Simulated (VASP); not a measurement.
Input of a VASP 6.6.1 run:

INCAR

```
SYSTEM = AlN
ALGO = Normal
EDIFF = 1E-8
ENCUT = 600
GGA = PS
GGA_COMPAT = .False.
IBRION = 8
ISIF = 2
ISMEAR = 0
KPAR = 4
LASPH = .True.
LCHARG = .False.
LREAL = .False.
LWAVE = .False.
NELM = 120
NSW = 1
PREC = Accurate
SIGMA = 0.05
```

The input KPOINTS:

```
k-points
0
Gamma
  8 8 8
  0 0 0
```

Contents of POSCAR:

```
AlN
1.0
   -3.1136926464      0.0000000000      0.0000000000
    0.0000000000      5.3930738627      0.0000000000
    1.5568463232     -2.6965369313     -4.9834165464
Al N
4 4
Direct
    0.9992459620      0.3325792953      0.9984919239
    0.4992459620      0.8325792953      0.9984919239
    0.2492459620      0.9159126286      0.4984919239
    0.7492459620      0.4159126286      0.4984919239
    0.8082540380      0.1415873714      0.6165080761
    0.3082540380      0.6415873714      0.6165080761
    0.0582540380      0.7249207047      0.1165080761
    0.5582540380      0.2249207047      0.1165080761
```

Potentials or basis: VASP PAW PBE potentials, release 64 (Al, N).

Launch:

```sh
$ cat potpaw_PBE.64/Al/POTCAR potpaw_PBE.64/N/POTCAR > POTCAR
$ mpirun -np 4 vasp_std > vasp.out
```

Question: What does it give for the highest phonon frequency at Γ, LO-TO splitting left out?

Answer: 719 cm⁻¹.

Phonon frequencies in cm⁻¹ (negative: imaginary):
```csv
q point,frequencies
"(0.000, 0.000, 0.000)",0 0 0 235 235 264 264 292 292 543 565 565 609 655 655 663 663 666 666 666 666 715 719 719
```
